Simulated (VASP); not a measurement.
A run of VASP 6.6.1:

INCAR

```
SYSTEM = Na
  PREC = Accurate
  ENCUT = 500
  EDIFF = 1E-6
  ISMEAR = 1
  SIGMA = 0.15
  LREAL = .False.
  LASPH = .True.
  NELM = 120
  ALGO = Normal
  ISIF = 2
  LWAVE = .False.
  LCHARG = .True.
  GGA = PS
  LELF = .True.
  LVHAR = .True.
  NBANDS = 14
  GGA_COMPAT = .False.
```

KPOINTS

```
regular mesh
0
Gamma
  6 6 3
  0 0 0
```

POSCAR

```
Na
1.0
    3.7670000000      0.0000000000      0.0000000000
   -1.8835000000      3.2623176961      0.0000000000
    0.0000000000      0.0000000000      6.1540000000
Na
2
Direct
    0.3333330000      0.6666670000      0.2500000000
    0.6666670000      0.3333330000      0.7500000000
```

Potentials or basis: VASP PAW PBE potentials, release 64 (Na_pv).

Run with:

```bash
$ cat potpaw_PBE.64/Na_pv/POTCAR > POTCAR
$ mpirun -np 1 vasp_std > vasp.out
```

Hardware: 1 thread of Intel Xeon 8259CL (shared host).

Q: Estimate the wall time of this run.

A: Run time: 17 s on 1 thread of Intel Xeon 8259CL, on a shared host, peak memory 0.17 GiB. Counts: scf iterations 9, k points 14.
